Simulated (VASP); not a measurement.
Runs of VASP 6.6.1 on Si. The structure is that of space group I4_1/amd (No. 141), or close to it. The cells are those of the table. 

| cell | gap on the mesh (eV) | pressure (GPa) |
| --- | --- | --- |
| a = 3.339 Å, angles 98.4, 98.4, 135.1°, 2 atoms | none | 38.5 |
| a = 3.570 Å, angles 96.7, 96.7, 139.9°, 2 atoms | none | (a) |
| a = 3.823 Å, angles 95.9, 95.9, 142.7°, 2 atoms | none | (b) |
| a = 3.772 Å, angles 98.3, 98.3, 135.3°, 2 atoms | none | -12.6 |
| a = 3.896 Å, angles 97.8, 97.8, 136.8°, 2 atoms | none | -16.0 |

Alike in all rows: task single point; level LDA; potentials or basis VASP PAW LDA potentials, release 64 (Si); no spin polarisation; k mesh 20 × 20 × 20; cutoff (eV) 520; smearing gaussian 0.15 eV.

Problem. Fill in the values left out.

Solution. (a) 10.4; (b) -5.9.

A gap of «none» marks levels without a gap at the run's occupations.
